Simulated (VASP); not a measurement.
Here is a VASP 6.6.1 calculation.

The input INCAR:

```
SYSTEM = Si3C
PREC = Accurate ; ENCUT = 520
EDIFF = 1E-7 ; ISMEAR = -1
SIGMA = 0.02 ; LREAL = .FALSE.
LASPH = .TRUE. ; NELM = 100
ALGO = Normal ; ISIF = 2
LWAVE = .FALSE. ; LCHARG = .FALSE.
GGA = PE ; NBANDS = 16
```

Contents of KPOINTS:

```
regular mesh
0
G
  6 6 4
  0 0 0
```

File POSCAR:

```
Si3C
1.0
    3.3732204676      0.0000000000      0.0000000000
    0.0000000000      3.3732204676      0.0000000000
    0.0000000000      0.0000000000      4.9205870831
C Si
1 3
Direct
    0.0000000000      0.0000000000      0.0000000000
    0.0000000000      0.5000000000      0.2021229506
    0.5000000000      0.5000000000      0.5000000000
    0.5000000000      0.0000000000      0.7978770494
```

Potentials or basis: VASP PAW PBE potentials, release 64 (C, Si).

Run with:

```bash
$ cat potpaw_PBE.64/C/POTCAR potpaw_PBE.64/Si/POTCAR > POTCAR
$ mpirun -np 1 vasp_std > vasp.out
```

**Question.** Predict the band gap on the k mesh.

**Answer.** Zero (band 8 reaches 8.49 eV, above the bottom of band 9 at 7.91 eV).

**Question.** What does it give for the pressure?

**Answer.** 9.0 GPa.

Forces on the atoms (eV/Å):
```
C    0.000  0.000  0.000
Si   0.000  0.000 -0.420
Si   0.000  0.000  0.000
Si   0.000  0.000  0.420
```
